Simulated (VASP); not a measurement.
Wanted: the native input for a VASP 6.6.1 run.

```
Task                   : single point
Functional             : PBE
Potentials or basis    : VASP PAW PBE potentials, release 64 (Ba_sv, Te)
Cutoff                 : 520 eV
k mesh                 : 6 × 6 × 6
Occupations            : gaussian, width 0.01 eV
Spin                   : no spin polarisation
Dipole correction      : no
Further INCAR settings : ALGO = Normal; EDIFF = 1e-06; NBANDS = 15
```

The structure of BaTe lies in POSCAR:

```
BaTe
1.0
    0.0000000000      3.5323792142      3.5323792142
    3.5323792142      0.0000000000      3.5323792142
    3.5323792142      3.5323792142      0.0000000000
Ba Te
1 1
Direct
    0.0000000000      0.0000000000      0.0000000000
    0.5000000000      0.5000000000      0.5000000000
```

These files were run (other wordings do the same):

INCAR

```
SYSTEM = BaTe
  PREC = Accurate
  ENCUT = 520
  EDIFF = 1E-6
  ISMEAR = 0
  SIGMA = 0.01
  LREAL = .FALSE.
  LASPH = .TRUE.
  NELM = 100
  ALGO = Normal
  ISIF = 2
  LWAVE = .FALSE.
  LCHARG = .FALSE.
  GGA = PE
  NBANDS = 15
```

KPOINTS

```
regular mesh
0
G
  6 6 6
  0 0 0
```

Potentials or basis: VASP PAW PBE potentials, release 64 (Ba_sv, Te).

Command:

```console
$ cat potpaw_PBE.64/Ba_sv/POTCAR potpaw_PBE.64/Te/POTCAR > POTCAR
$ mpirun -np 1 vasp_std > vasp.out
```

Results of the run:

* Pressure: 0.3 GPa
* Band gap on the k mesh: 1.58 eV, indirect (least direct gap 1.96 eV)

Caveat: spin-orbit coupling is left out, which moves the levels of the heavy elements.

Wall time 30 s on 1 thread of Intel Xeon 6975P-C, with other jobs on the host, peak memory 0.24 GiB.
